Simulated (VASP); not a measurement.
# Ti in VASP: further runs

Ti is run at these levels: PBE; tasks: single point.

Everything below comes from runs of VASP 6.6.1. Logs are shortened: lines on timing, memory, paths and dates and some standing lists are left out, and cuts for length are marked.

**1. The cell of the first run**

The cell holds a slab with vacuum, 7 atoms: a = 3.256 Å, b = 3.256 Å, c = 24.767 Å, α = 90.00°, β = 90.00°, γ = 90.00°.

**2. Single point, PBE**

INCAR reads:

```
  ALGO = Normal
  DIPOL = 0.5 0.5 0.500
  EDIFF = 1E-6
  ENCUT = 520
  GGA = PE
  IDIPOL = 3
  ISIF = 2
  ISMEAR = 1
  LASPH = True
  LCHARG = False
  LDIPOL = True
  LREAL = False
  LWAVE = False
  NBANDS = 51
  NELM = 60
  PREC = Accurate
  SIGMA = 0.2
```

KPOINTS reads:

```
k-points
0
Gamma
  11 11 1
```

POSCAR reads:

```
Ti
1.0
    3.2555055271      0.0000000000      0.0000000000
    0.0000000000      3.2555055271      0.0000000000
    0.0000000000      0.0000000000     24.7665165814
Ti
7
Direct
    0.5000000000      0.5000000000      0.3028282147
    0.0000000000      0.0000000000      0.3685521431
    0.5000000000      0.5000000000      0.4342760716
    0.0000000000      0.0000000000      0.5000000000
    0.5000000000      0.5000000000      0.5657239284
    0.0000000000      0.0000000000      0.6314478569
    0.5000000000      0.5000000000      0.6971717853
```

Potentials or basis: VASP PAW PBE potentials, release 64 (Ti_sv).

On the command line:

```bash
cat potpaw_PBE.64/Ti_sv/POTCAR > POTCAR
mpirun -np 1 vasp_std > vasp.out
```

OUTCAR:

```text
EDIFF = 1E-6
   ENCUT = 520
   GGA = PE
   ISIF = 2
   ISMEAR = 1
   LASPH = True
   LREAL = False
   NELM = 60
   PREC = Accurate

 ion  position               nearest neighbor table
   1  0.500  0.500  0.303-   2 2.82   2 2.82   2 2.82   2 2.82
   2  0.000  0.000  0.369-   1 2.82   1 2.82   1 2.82   1 2.82   3 2.82   3 2.82   3 2.82   3 2.82

   3  0.500  0.500  0.434-   4 2.82   4 2.82   4 2.82   4 2.82   2 2.82   2 2.82   2 2.82   2 2.82

   4  0.000  0.000  0.500-   3 2.82   5 2.82   3 2.82   5 2.82   3 2.82   5 2.82   3 2.82   5 2.82

   5  0.500  0.500  0.566-   4 2.82   4 2.82   4 2.82   4 2.82   6 2.82   6 2.82   6 2.82   6 2.82

   6  0.000  0.000  0.631-   7 2.82   7 2.82   7 2.82   7 2.82   5 2.82   5 2.82   5 2.82   5 2.82

   7  0.500  0.500  0.697-   6 2.82   6 2.82   6 2.82   6 2.82

  LATTYP: Found a simple tetragonal cell.
 ALAT       =     3.2555055271
 C/A-ratio  =     7.6075793376

  Lattice vectors:

 A1 = (   3.2555055271,   0.0000000000,   0.0000000000)
 A2 = (   0.0000000000,   3.2555055271,   0.0000000000)
 A3 = (   0.0000000000,   0.0000000000,  24.7665165814)

Analysis of symmetry for initial positions (statically):
=====================================================================
 Subroutine PRICEL returns:
 Original cell was already a primitive cell.

 Routine SETGRP: Setting up the symmetry group for a
 simple tetragonal supercell.

 Subroutine GETGRP returns: Found 16 space group operations
 (whereof 16 operations were pure point group operations)
 out of a pool of 16 trial point group operations.

The static configuration has the point symmetry D_4h.

Analysis of symmetry for dynamics (positions and initial velocities):
=====================================================================
 Subroutine PRICEL returns:
 Original cell was already a primitive cell.

 Routine SETGRP: Setting up the symmetry group for a
 simple tetragonal supercell.

 Subroutine GETGRP returns: Found 16 space group operations
 (whereof 16 operations were pure point group operations)
 out of a pool of 16 trial point group operations.

The dynamic configuration has the point symmetry D_4h.

 Subroutine INISYM returns: Found 16 space group operations
 (whereof 16 operations are pure point group operations),
 and found     1 'primitive' translations

----------------------------------------------------------------------------------------

                                     Primitive cell

  volume of cell :     262.4834

  direct lattice vectors                    reciprocal lattice vectors
     3.255505527  0.000000000  0.000000000     0.307171956  0.000000000  0.000000000
     0.000000000  3.255505527  0.000000000     0.000000000  0.307171956  0.000000000
     0.000000000  0.000000000 24.766516581     0.000000000  0.000000000  0.040377095

  length of vectors
     3.255505527  3.255505527 24.766516581     0.307171956  0.307171956  0.040377095

  position of ions in fractional coordinates (direct lattice)
     0.500000000  0.500000000  0.302828215
     0.000000000  0.000000000  0.368552143
     0.500000000  0.500000000  0.434276072
     0.000000000  0.000000000  0.500000000
     0.500000000  0.500000000  0.565723928
     0.000000000  0.000000000  0.631447857
     0.500000000  0.500000000  0.697171785

  ion indices of the primitive-cell ions
   primitive index   ion index
                 1           1
                 2           2
                 3           3
                 4           4
                 5           5
                 6           6
                 7           7

----------------------------------------------------------------------------------------

 KPOINTS: k-points

Automatic generation of k-mesh.
 Grid dimensions read from file:
 generate k-points for:   11   11    1

 Generating k-lattice:

  Cartesian coordinates                     Fractional coordinates (reciprocal lattice)
     0.027924723  0.000000000  0.000000000     0.090909091  0.000000000  0.000000000
     0.000000000  0.027924723  0.000000000     0.000000000  0.090909091  0.000000000
     0.000000000  0.000000000  0.040377095     0.000000000  0.000000000  1.000000000

  Length of vectors
     0.027924723  0.027924723  0.040377095

  Shift w.r.t. Gamma in fractional coordinates (k-lattice)
     0.000000000  0.000000000  0.000000000

 Subroutine IBZKPT returns following result:
 ===========================================

 Found     21 irreducible k-points:

 Following reciprocal coordinates:
            Coordinates               Weight
  0.000000  0.000000  0.000000      1.000000
  0.090909  0.000000  0.000000      4.000000
  0.181818  0.000000  0.000000      4.000000
  0.272727  0.000000  0.000000      4.000000
  0.363636  0.000000  0.000000      4.000000
  0.454545  0.000000  0.000000      4.000000
[... 13 lines left out ...]
  0.454545  0.363636  0.000000      8.000000
  0.454545  0.454545  0.000000      4.000000
   k-points           NKPTS =     21   k-points in BZ     NKDIM =     21   number of bands    NBANDS=     51
   number of dos      NEDOS =    301   number of ions     NIONS =      7
   total plane-waves  NPLWV = 110592
   dimension x,y,z NGX =    24 NGY =   24 NGZ =  192
   dimension x,y,z NGXF=    48 NGYF=   48 NGZF=  384
   ions per type =               7
   NGX,Y,Z   is equivalent  to a cutoff of  12.26, 12.26, 12.89 a.u.
   NGXF,Y,Z  is equivalent  to a cutoff of  24.51, 24.51, 25.78 a.u.
 SYSTEM =  unknown system
   PREC   = accura    normal or accurate (medium, high low for compatibility)
   ISTART =      0    job   : 0-new  1-cont  2-samecut
   ICHARG =      2    charge: 1-file 2-atom 10-const
   ISPIN  =      1    spin polarized calculation?
   LNONCOLLINEAR =      F non collinear calculations
   LSORBIT =      F    spin-orbit coupling
   LASPH  =      T    aspherical Exc in radial PAW
   ENCUT  =  520.0 eV  38.22 Ry    6.18 a.u.   6.05  6.05 46.05*2*pi/ulx,y,z
   NELM   =     60;   NELMIN=  2; NELMDL= -5     # of ELM steps
   EDIFF  = 0.1E-05   stopping-criterion for ELM
   LREAL  =      F    real-space projection
   EDIFFG = 0.1E-04   stopping-criterion for IOM
   NSW    =      0    number of steps for IOM
   IBRION =     -1    ionic relax: 0-MD 1-quasi-New 2-CG
   NFREE  =      0    steps in history (QN), initial steepest desc. (CG)
   ISIF   =      2    stress and relaxation
   ISYM   =      2    0-nonsym 1-usesym 2-fastsym
   POTIM  = 0.5000    time-step for ionic-motion
   TEBEG  =    0.0;   TEEND  =   0.0 temperature during run
   PSTRESS=    0.0 pullay stress
   NELECT =      84.0000    total number of electrons
   NUPDOWN=      -1.0000    fix difference up-down
   EMIN   =  10.00;   EMAX   =-10.00  energy-range for DOS
   EFERMI =   0.00;   METHOD = LEGACY
   ISMEAR =     1;   SIGMA  =   0.20  broadening in eV -4-tet -1-fermi 0-gaus
   EFERMI_NEDOS =   21; number of points for ismear=-14 and -15
   IALGO  =     38    algorithm
   IMIX   =      4    mixing-type and parameters
     AMIX     =   0.40;   BMIX     =  1.00
     AMIX_MAG =   1.60;   BMIX_MAG =  1.00
  volume/ion in A,a.u.               =      37.50       253.05
  Fermi-wavevector in a.u.,A,eV,Ry     =   1.119783  2.116084 17.060545  1.253915
  Thomas-Fermi vector in A             =   2.256425
   LORBIT       =      0    0 simple, 1 ext, 2 COOP (PROOUT), +10 PAW based schemes
   GGA     = PE    functional components
   LHFCALC =     F    Hartree Fock is set to
   AEXX    =    0.0000 exact exchange contribution
   IVDW    =     0    specifies the selected vdW correction
   LEPSILON=     F    determine dielectric tensor
   LRPA    =     F    only Hartree local field effects (RPA)
 non-spin polarized calculation
 Methfessel and Paxton  Order N= 1 SIGMA  =   0.20
  energy-cutoff  :      520.00
  volume of cell :      262.48
 maximum number of plane-waves:      7126
   NGX = 13   NGY = 13   NGZ = 93

 dipolmoment           0.000000      0.000000     -0.000000 electrons x Angstroem

 number of electron      84.0000031 magnetization

 dipolmoment           0.000000      0.000000      0.000000 electrons x Angstroem

 Free energy of the ion-electron system (eV)
  ---------------------------------------------------
  ext. energy  EPLUGINS =         0.00000000
  ---------------------------------------------------
  free energy    TOTEN  =       -51.92979691 eV

  energy without entropy =      -51.92190567  energy(sigma->0) =      -51.92716650

 E-fermi :   2.1357     XC(G=0):  -6.2134

 val. band max:        2.1147317887   @ k =   0.4545   0.0000   0.0000
 cond. band min:       2.1387661950   @ k =   0.4545   0.2727   0.0000
 fundamental gap:      0.0240344064
 Fermi energy:         2.1357430417

 k-point     1 :       0.0000    0.0000    0.0000
  band No.  band energies     occupation
      1     -54.9201      2.00000
      2     -54.9201      2.00000
      3     -54.3597      2.00000
      4     -54.3188      2.00000
      5     -54.2550      2.00000
      6     -54.2052      2.00000
[... 43 lines left out ...]
     50       3.3932     -0.00000
     51       3.4291     -0.00000

 k-point     2 :       0.0909    0.0000    0.0000
  band No.  band energies     occupation
      1     -54.9189      2.00000
      2     -54.9189      2.00000
      3     -54.3551      2.00000
      4     -54.3159      2.00000
      5     -54.2545      2.00000
      6     -54.2068      2.00000
[... 43 lines left out ...]
     50       3.3130     -0.00000
     51       3.4955     -0.00000

 k-point     3 :       0.1818    0.0000    0.0000
  band No.  band energies     occupation
      1     -54.9158      2.00000
      2     -54.9158      2.00000
      3     -54.3416      2.00000
      4     -54.3076      2.00000
      5     -54.2529      2.00000
      6     -54.2118      2.00000
[... 43 lines left out ...]
     50       3.2878     -0.00000
     51       3.2934     -0.00000
[... 865 lines left out ...]
 k-point    20 :       0.4545    0.3636    0.0000
  band No.  band energies     occupation
      1     -54.8977      2.00000
      2     -54.8976      2.00000
      3     -54.2534      2.00000
      4     -54.2511      2.00000
      5     -54.2448      2.00000
      6     -54.2403      2.00000
[... 43 lines left out ...]
     50       3.7212     -0.00000
     51       3.7698     -0.00000

 k-point    21 :       0.4545    0.4545    0.0000
  band No.  band energies     occupation
      1     -54.8961      2.00000
      2     -54.8961      2.00000
      3     -54.2494      2.00000
      4     -54.2485      2.00000
      5     -54.2447      2.00000
      6     -54.2398      2.00000
[... 43 lines left out ...]
     50       4.0133     -0.00000
     51       4.0283     -0.00000

------------------------ aborting loop because EDIFF is reached ----------------------------------------

 vacuum level on the upper side and lower side of the slab       (xc-potential included)        -0.212        -0.212

  FORCE on cell =-STRESS in cart. coord.  units (eV):
  Direction    XX          YY          ZZ          XY          YZ          ZX
  --------------------------------------------------------------------------------------
  -------------------------------------------------------------------------------------
  Total       -4.8856632     -4.8856632     -2.0231744      0.0000000     -0.0000000      0.0000000
  in kB      -29.8216936    -29.8216936    -12.3492929      0.0000000     -0.0000000      0.0000000
  external PRESSURE =     -23.9975600 kB  Pullay stress =       0.0000000 kB

 VOLUME and BASIS-vectors are now :
 -----------------------------------------------------------------------------
  energy-cutoff  :      520.00
  volume of cell :      262.48
      direct lattice vectors                 reciprocal lattice vectors
     3.255505527  0.000000000  0.000000000     0.307171956  0.000000000  0.000000000
     0.000000000  3.255505527  0.000000000     0.000000000  0.307171956  0.000000000
     0.000000000  0.000000000 24.766516581     0.000000000  0.000000000  0.040377095

 POSITION                                       TOTAL-FORCE (eV/Angst)
 -----------------------------------------------------------------------------------
      1.62775      1.62775      7.50000         0.000000     -0.000000      0.480413
      0.00000      0.00000      9.12775        -0.000000     -0.000000     -0.402303
      1.62775      1.62775     10.75551        -0.000000      0.000000     -0.026464
      0.00000      0.00000     12.38326        -0.000000     -0.000000      0.000000
      1.62775      1.62775     14.01101         0.000000     -0.000000      0.026464
      0.00000      0.00000     15.63876        -0.000000     -0.000000      0.402303
      1.62775      1.62775     17.26652        -0.000000      0.000000     -0.480413
 -----------------------------------------------------------------------------------
    total drift:                                0.000000     -0.000000      0.000000

  FREE ENERGIE OF THE ION-ELECTRON SYSTEM (eV)
  ---------------------------------------------------
  free  energy   TOTEN  =       -51.9297969064 eV

  energy  without entropy=      -51.9219056724  energy(sigma->0) =      -51.92716650

 vacuum level on the upper side and lower side of the slab         5.178         5.178
```

Run time: 19 min. Hardware: 1 thread of Intel Xeon 8259CL, shared host; peak memory 0.42 GiB.

What came out:

| Quantity | Value |
| --- | --- |
| Free energy | -51.9298 eV |
| Largest force | 0.480 eV/Å |
| Band gap on the k mesh | zero (bands 42 and 43 overlap by 1.30 eV) |

Forces in eV/Å, atoms in the order of the input:
```
Ti   0.000  0.000  0.480
Ti   0.000  0.000 -0.402
Ti   0.000  0.000 -0.026
Ti   0.000  0.000  0.000
Ti   0.000  0.000  0.026
Ti   0.000  0.000  0.402
Ti   0.000  0.000 -0.480
```

**3. Single point, PBE**

INCAR reads:

```
PREC     = Accurate       # precision mode
ENCUT    = 520            # plane-wave cutoff, eV
EDIFF    = 1E-7           # SCF threshold, eV
ISMEAR   = 0              # smearing method
SIGMA    = 0.01           # smearing width, eV
LREAL    = F              # projectors in reciprocal space
LASPH    = T              # aspherical terms in the spheres
NELM     = 80             # most SCF steps
ALGO     = Normal         # electronic algorithm
ISIF     = 2              # what is computed and relaxed
LWAVE    = F              # write WAVECAR
LCHARG   = F              # write CHGCAR
LDIPOL   = T            
IDIPOL   = 3            
DIPOL    = 0.5 0.5 0.500
GGA      = PE             # functional
NBANDS   = 51             # bands
```

KPOINTS reads:

```
Automatic mesh
0
Gamma
  11 11 1
```

POSCAR is that of step 2.

Potentials or basis: VASP PAW PBE potentials, release 64 (Ti_sv).

On the command line:

```bash
cat potpaw_PBE.64/Ti_sv/POTCAR > POTCAR
mpirun -np 1 vasp_std > vasp.out
```

It took 20 min on 1 thread of Intel Xeon 8259CL, shared host; peak memory 0.43 GiB.

The run converged. Its results:

```yaml
Free_energy: -51.9279 eV
Largest_force: 0.519 eV/Å
Band_gap_on_the_k_mesh: zero (bands 42 and 43 overlap by 1.30 eV)
```

Forces on the atoms (eV/Å):
```
Ti   0.000  0.000  0.519
Ti   0.000  0.000 -0.457
Ti   0.000  0.000 -0.027
Ti   0.000  0.000  0.000
Ti   0.000  0.000  0.027
Ti   0.000  0.000  0.457
Ti   0.000  0.000 -0.519
```

Levels at points of the mesh, in eV from the Fermi level:
| k point | band 37 | band 38 | band 39 | band 40 | band 41 | band 42 | band 43 | band 44 | band 45 | band 46 |
| --- | --- | --- | --- | --- | --- | --- | --- | --- | --- | --- |
| (0.00, 0.00, 0.00) | -1.57 | -0.94 | -0.10 | 0.18 | 0.20 | 0.88 | 0.88 | 0.89 | 0.91 | 0.91 |

**4. Single point, PBE**

INCAR reads:

```
SYSTEM = Ti
PREC     = Accurate       ! precision mode
ENCUT    = 520            ! plane-wave cutoff, eV
EDIFF    = 1E-7           ! SCF threshold, eV
ISMEAR   = 0              ! smearing method
SIGMA    = 0.1            ! smearing width, eV
LREAL    = .FALSE.        ! projectors in reciprocal space
LASPH    = .TRUE.         ! aspherical terms in the spheres
NELM     = 100            ! most SCF steps
ALGO     = Normal         ! electronic algorithm
ISIF     = 2              ! what is computed and relaxed
LWAVE    = .FALSE.        ! write WAVECAR
LCHARG   = .TRUE.         ! write CHGCAR
GGA      = PE             ! functional
LELF     = .TRUE.         ! ELF
LVHAR    = .TRUE.       
NBANDS   = 51             ! bands
```

KPOINTS reads:

```
Automatic mesh
0
G
  11 11 1
  0 0 0
```

POSCAR is that of step 3.

On the command line:

```bash
cat potpaw_PBE.64/Ti_sv/POTCAR > POTCAR
mpirun -np 1 vasp_std > vasp.out
```

It took 19 min on 1 thread of Intel Xeon 8259CL, shared host; peak memory 0.43 GiB.

It converged, with:

```
Free energy            : -51.9712 eV
Largest force          : 0.482 eV/Å
Band gap on the k mesh : zero (bands 42 and 43 overlap by 1.30 eV)
```

Forces on the atoms (eV/Å):
```
Ti   0.000  0.000  0.482
Ti   0.000  0.000 -0.409
Ti   0.000  0.000 -0.033
Ti   0.000  0.000  0.000
Ti   0.000  0.000  0.033
Ti   0.000  0.000  0.409
Ti   0.000  0.000 -0.482
```

Levels at points of the mesh, in eV from the Fermi level:
```
           k point  band 38  band 39  band 40  band 41  band 42  band 43  band 44  band 45
(0.00, 0.00, 0.00)    -0.94    -0.09     0.19     0.21     0.89     0.89     0.89     0.92
```

Caveat: there is no dipole correction, which matters where the two faces differ.

**5. Overview**

```tsv
smearing	dipole correction	gap on the mesh (eV)	largest force (eV/Å)
methfessel-paxton 0.2 eV	yes	none	0.48
gaussian 0.01 eV	yes	none	0.52
gaussian 0.1 eV	no	none	0.48
```

Alike in all rows: task single point; level PBE; potentials or basis VASP PAW PBE potentials, release 64 (Ti_sv); no spin polarisation; cell as given; k mesh 11 × 11 × 1; cutoff (eV) 520.

Caveats: there is no dipole correction, which matters where the two faces differ (at least some runs).

Total energies depend on the potentials used, so only differences within one code and one set of settings carry meaning.

The gap in the log of VASP goes by the Fermi energy; the results here count the filled bands.